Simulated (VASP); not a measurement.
# PrTaH2: relaxation of cell and atoms with PBE

Crystal: PrTaH2.

```
CELL_PARAMETERS angstrom
3.30727 0.00000 0.00000
-1.65363 2.86418 0.00000
0.00000 0.00000 6.36568
ATOMIC_POSITIONS crystal
Pr 0.00000 0.00000 0.09489
Ta 0.00000 0.00000 0.58085
H 0.33333 0.66667 0.63154
H 0.66667 0.33333 0.63154
```

The cell was built from a structure type or drawn by symmetry, and may not be a known phase.

```
Program                : VASP 6.6.1
Task                   : relaxation of cell and atoms
Functional             : PBE
Potentials or basis    : VASP PAW PBE potentials, release 64 (Pr_3, Ta_pv, H), 4f in core
Cutoff                 : 500 eV
k mesh                 : 18 × 18 × 8
Occupations            : gaussian, width 0.1 eV
Spin                   : no spin polarisation
Dipole correction      : no
Mended                 : yes
Further INCAR settings : ALGO = Normal; EDIFF = 1e-07; IBRION = 2; EDIFFG = -0.01; NSW = 100; ISIF = 3
```

| Quantity | Value |
| --- | --- |
| Relaxed volume | 14.91 Å³/atom |
| Relaxed cell | a = 3.282 Å, b = 3.282 Å, c = 6.396 Å, α = 90.00°, β = 90.00°, γ = 120.00° |
| Space group after relaxing (to 0.1 Å) | P6mm (No. 183) |
| Energy gained by relaxing | 1.7 meV/atom |
| Ionic steps | 15 |
| Pressure after relaxing | 0.0 GPa |
| Largest force after relaxing | 0.008 eV/Å |
| Band gap on the k mesh | zero (bands 12 and 13 overlap by 1.46 eV) |

Forces on the atoms (eV/Å):
```
Pr   0.000  0.000 -0.003
Ta   0.000  0.000  0.008
H    0.000  0.000 -0.003
H    0.000  0.000 -0.003
```

Step by step:
| step | energy change (eV) | largest force (eV/Å) | pressure (GPa) | volume (Å³) |
| --- | --- | --- | --- | --- |
| 1 | 0.0000 | 0.0548 | -0.06 | 60.30 |
| 2 | -0.0021 | 0.0665 | 0.16 | 60.25 |
| 3 | -0.0023 | 0.0701 | 0.23 | 60.24 |
| 4 | -0.0027 | 0.0535 | -0.04 | 60.43 |
| 5 | -0.0028 | 0.0432 | -0.21 | 60.55 |
| 6 | -0.0032 | 0.0305 | -0.18 | 60.49 |
| 7 | -0.0041 | 0.0777 | -0.08 | 60.30 |
| 8 | -0.0033 | 0.1928 | 0.09 | 59.94 |
| 9 | -0.0043 | 0.1056 | -0.03 | 60.21 |
| 10 | -0.0047 | 0.0970 | 0.00 | 60.14 |
| 11 | -0.0059 | 0.0713 | 0.11 | 59.93 |
| 12 | -0.0067 | 0.0222 | 0.30 | 59.52 |
| 13 | -0.0065 | 0.0281 | -0.35 | 59.82 |
| 14 | -0.0069 | 0.0157 | 0.02 | 59.65 |
| 15 | -0.0069 | 0.0079 | 0.02 | 59.66 |

Final structure:
```
Pr Ta H
1.0
     3.28181    0.00000    0.00000
    -1.64091    2.84213    0.00000
     0.00000    0.00000    6.39575
Pr Ta H
1 1 2
Cartesian
  0.0000 0.0000 0.5660
  0.0000 0.0000 3.6376
  0.0000 1.8948 4.0983
  1.6409 0.9474 4.0983
```

Levels at points of the mesh, in eV from the Fermi level:
```csv
k point,band 8,band 9,band 10,band 11,band 12,band 13,band 14,band 15,band 16
"(0.00, 0.00, 0.00)",-10.60,-2.79,-1.66,-0.85,-0.85,-0.58,0.46,1.75,1.75
"(0.50, 0.00, 0.00)",-7.21,-6.24,-2.39,-1.69,-1.20,0.79,1.73,3.06,3.67
"(0.00, 0.00, 0.50)",-10.49,-2.95,-0.93,-0.83,-0.83,-0.74,0.46,1.98,1.98
"(0.50, 0.00, 0.50)",-7.17,-6.25,-1.81,-1.78,0.31,0.55,1.15,1.47,3.06
```

It took 18 min on 1 thread of Intel(R) Xeon(R) Platinum 8259CL CPU @ 2.50GHz (Skylake/Cascade Lake) (shared host), peak memory 0.35 GiB.

Caveat: spin-orbit coupling is left out, which moves the levels of the heavy elements; the 4f electrons are frozen in the core, so they carry no moment and show no levels. Spin polarisation is off, so any magnetic state and its effect on volume and gap are missing.
